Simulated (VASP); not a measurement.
Set up this calculation in VASP 6.6.1, as the native input.

| Property | Result |
| --- | --- |
| Task | single point |
| Functional | PBEsol |
| Potentials or basis | VASP PAW PBE potentials, release 64 (Pt) |
| Cutoff | 520 eV |
| k mesh | 13 × 13 × 13 |
| Occupations | methfessel-paxton, width 0.1 eV |
| Spin | no spin polarisation |
| Dipole correction | no |
| Further INCAR settings | ALGO = Normal; EDIFF = 1e-06; NBANDS = 11 |

The structure of Pt lies in POSCAR:

```
Pt
1.0
    0.0000000000      1.9867042750      1.9867042750
    1.9867042750      0.0000000000      1.9867042750
    1.9867042750      1.9867042750      0.0000000000
Pt
1
Direct
    0.0000000000      0.0000000000      0.0000000000
```

The input as run:

INCAR

```
SYSTEM = Pt
ALGO = Normal ; EDIFF = 1E-6
ENCUT = 520 ; GGA = PS
ISIF = 2 ; ISMEAR = 1
LASPH = .TRUE. ; LCHARG = .FALSE.
LREAL = .FALSE. ; LWAVE = .FALSE.
NBANDS = 11 ; NELM = 60
PREC = Accurate ; SIGMA = 0.1
```

KPOINTS

```
k-points
0
G
  13 13 13
  0 0 0
```

Potentials or basis: VASP PAW PBE potentials, release 64 (Pt).

Command:

```bash
$ cat potpaw_PBE.64/Pt/POTCAR > POTCAR
$ mpirun -np 1 vasp_std > vasp.out
```

Results of the run:

The pressure is -11.4 GPa and the band gap on the k mesh is zero (band 5 reaches 10.74 eV, above the bottom of band 6 at 8.72 eV).

Caveat: the PAW data sets were made with another functional, which shifts forces and pressure a little; spin-orbit coupling is left out, which moves the levels of the heavy elements.

Wall time 24 s on 1 thread of Intel Xeon 8259CL (shared host), peak memory 0.15 GiB.
